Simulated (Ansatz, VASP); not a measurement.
# AlSb2Br2 in VASP and in Ansatz

Contents of INCAR:

```
ALGO = Normal ; EDIFF = 1E-7
EDIFFG = -0.04 ; ENCUT = 500
GGA = PE ; GGA_COMPAT = False
IBRION = 2 ; ISIF = 3
ISMEAR = 0 ; LASPH = True
LCHARG = False ; LREAL = False
LWAVE = False ; NELM = 120
NELMIN = 4 ; NSW = 90
PREC = Accurate ; SIGMA = 0.1
```

File KPOINTS:

```
k-points
0
Gamma
  6 6 2
```

POSCAR

```
AlSb2Br2
1.0
    4.6179550461      0.0000000000      0.0000000000
   -2.3089775231      3.9992663835      0.0000000000
    0.0000000000      0.0000000000      7.8403830126
Al Sb Br
1 2 2
Direct
    0.0000000000      0.0000000000      0.0000000000
    0.3333333333      0.6666666667      0.6200000000
    0.6666666667      0.3333333333      0.3800000000
    0.3333333333      0.6666666667      0.2600000000
    0.6666666667      0.3333333333      0.7400000000
```

Input for Ansatz:

```yaml
crystal:
  lattice:
    - [4.6179550461, 0.0, 0.0]
    - [-2.3089775231, 3.9992663835, 0.0]
    - [0.0, 0.0, 7.8403830126]
  atoms:
    - { symbol: Al, position: [0.0, 0.0, 0.0] }
    - { symbol: Sb, position: [0.3333333333, 0.6666666667, 0.62] }
    - { symbol: Sb, position: [0.6666666667, 0.3333333333, 0.38] }
    - { symbol: Br, position: [0.3333333333, 0.6666666667, 0.26] }
    - { symbol: Br, position: [0.6666666667, 0.3333333333, 0.74] }
basis:
  ecutwfc: 420
kpoints:
  mp_grid: { grid: [6, 6, 2] }
hamiltonian:
  xc: pbe
scf:
  occupations: { method: gaussian, width: 0.1 }
  lower_state_search: "off"
output:
  forces: true
  stress: true
  eigenvalues: true
relax:
  adjacent_minimum: "off"
  f_tol: 0.04
  max_steps: 70
  cell: { stress_tol: 0.4 }
```

Alike in both runs: task relaxation of cell and atoms; functional PBE; k mesh 6 × 6 × 2; occupations gaussian, width 0.1 eV; no spin polarisation.

|  | VASP | Ansatz |
| --- | --- | --- |
| version | VASP 6.6.1 | Ansatz 0.2.0 |
| potentials or method | VASP PAW PBE potentials, release 64 (Al, Sb_d_GW, Br), cutoff 500 eV | scalar-relativistic, plane waves, PAW |
| valence electrons in the cell | 47 | 47 |

VASP gave:

- gap on the k mesh at the Fermi level, each at its own relaxed structure (eV): none
- relaxed volume (Å³/atom): 33.68
- relaxed cell length with the largest relative difference (Å): 11.508

Which values does Ansatz return?

gap on the k mesh at the Fermi level, each at its own relaxed structure (eV): none; relaxed volume (Å³/atom): 37.13; relaxed cell length with the largest relative difference (Å): 12.818.

A gap of «none» marks a metal or a gap that the smearing closes. One of these differences is far larger than is usual between the two programs; its cause wasn't traced.

The k mesh is coarse, so the values compare programs but aren't converged. Spin-orbit coupling is off throughout. Noted on VASP's run: the volume moved by over 15 % at a fixed basis, so the end points are rough.
